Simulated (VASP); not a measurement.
Si: single point with LDA

Si:

```xyz
2
Lattice="0.0000 2.6249 2.9278 2.6249 0.0000 2.9278 2.6249 2.6249 0.0000" Properties=species:S:1:pos:R:3 pbc="T T T"
Si    2.6249    2.6249    2.9278
Si    3.9374    3.9374    4.3917
```

This cell differs from its parent crystal: volume 20.173 Å^3 an atom, c/a of the conventional cell 1.1154.

```yaml
Program: VASP 6.6.1
Task: single point
Functional: LDA
Potentials_or_basis: VASP PAW LDA potentials, release 64 (Si)
Cutoff: 520 eV
k_mesh: 12 × 12 × 12
Occupations: gaussian, width 0.05 eV
Spin: no spin polarisation
```

```json
{
  "Pressure": "-2.4 GPa",
  "Band gap on the k mesh": "zero (band 4 reaches 6.01 eV, above the bottom of band 5 at 5.90 eV)"
}
```

Stress tensor (GPa, compression positive):
```
  1.65   0.00   0.00
  0.00   1.65   0.00
  0.00   0.00 -10.63
```

Levels at points of the mesh, in eV from the Fermi level:
| k point | band 1 | band 2 | band 3 | band 4 | band 5 | band 6 | band 7 | band 8 |
| --- | --- | --- | --- | --- | --- | --- | --- | --- |
| (0.00, 0.00, 0.00) | -12.16 | -0.82 | 0.05 | 0.05 | 2.20 | 2.20 | 2.57 | 2.66 |
| (0.50, 0.00, 0.00) | -9.82 | -7.20 | -1.98 | -0.87 | 0.74 | 3.10 | 3.48 | 7.37 |
| (0.50, 0.50, 0.00) | -8.46 | -8.46 | -2.50 | -2.50 | 0.97 | 0.97 | 9.67 | 9.67 |
| (0.50, 0.00, 0.50) | -7.81 | -7.81 | -3.32 | -3.32 | 0.11 | 0.11 | 8.64 | 8.64 |

Run time: 25 s on 1 thread of Intel(R) Xeon(R) 6975P-C (Granite Rapids), on a shared host, peak memory 0.17 GiB.
